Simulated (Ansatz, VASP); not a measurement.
Two plane-wave programs on ZnS

File INCAR:

```
PREC     = Accurate       # precision mode
ENCUT    = 600            # plane-wave cutoff, eV
EDIFF    = 1E-6           # SCF threshold, eV
ISMEAR   = 0              # smearing method
SIGMA    = 0.1            # smearing width, eV
LREAL    = False          # projectors in reciprocal space
LASPH    = True           # aspherical terms in the spheres
NELM     = 80             # most SCF steps
ALGO     = Normal         # electronic algorithm
ISIF     = 3              # what is computed and relaxed
LWAVE    = False          # write WAVECAR
LCHARG   = False          # write CHGCAR
GGA      = PE             # functional
IBRION   = 2              # ionic algorithm
NSW      = 80             # ionic steps
EDIFFG   = -0.05          # ionic threshold
```

The input KPOINTS:

```
regular mesh
0
Gamma
  6 6 4
```

Contents of POSCAR:

```
ZnS
1.0
    3.7026735072      0.0000000000      0.0000000000
   -1.8513367536      3.2066093192      0.0000000000
    0.0000000000      0.0000000000      5.9764498191
Zn S
2 2
Direct
    0.6666666667      0.3333333333      0.5006044111
    0.3333333333      0.6666666667      0.0006044111
    0.6666666667      0.3333333333      0.8797055889
    0.3333333333      0.6666666667      0.3797055889
```

Input for Ansatz:

```yaml
crystal:
  lattice:
    - [3.7026735072, 0.0, 0.0]
    - [-1.8513367536, 3.2066093192, 0.0]
    - [0.0, 0.0, 5.9764498191]
  atoms:
    - { symbol: Zn, position: [0.6666666667, 0.3333333333, 0.5006044111] }
    - { symbol: Zn, position: [0.3333333333, 0.6666666667, 0.0006044111] }
    - { symbol: S, position: [0.6666666667, 0.3333333333, 0.8797055889] }
    - { symbol: S, position: [0.3333333333, 0.6666666667, 0.3797055889] }
basis:
  ecutwfc: 420
kpoints:
  mp_grid: { grid: [6, 6, 4] }
hamiltonian:
  xc: pbe
scf:
  occupations: { method: gaussian, width: 0.1 }
output:
  forces: true
  stress: true
  eigenvalues: true
relax:
  adjacent_minimum: "off"
  f_tol: 0.05
  max_steps: 60
  cell: { stress_tol: 0.5 }
```

Alike in both runs: task relaxation of cell and atoms; functional PBE; k mesh 6 × 6 × 4; occupations gaussian, width 0.1 eV; no spin polarisation.

|  | VASP | Ansatz |
| --- | --- | --- |
| version | VASP 6.6.1 | Ansatz 0.2.0 |
| potentials or method | VASP PAW PBE potentials, release 64 (Zn, S), cutoff 600 eV | scalar-relativistic, plane waves, PAW |
| valence electrons in the cell | 36 | 36 |

```csv
,VASP,Ansatz,Ansatz less VASP
"gap on the k mesh at the Fermi level, each at its own relaxed structure (eV)",2.09,2.08,-0.005
relaxed volume (Å³/atom),20.17,20.16,-0.007
relaxed cell length with the largest relative difference (Å),6.307,6.302,-0.0046
```
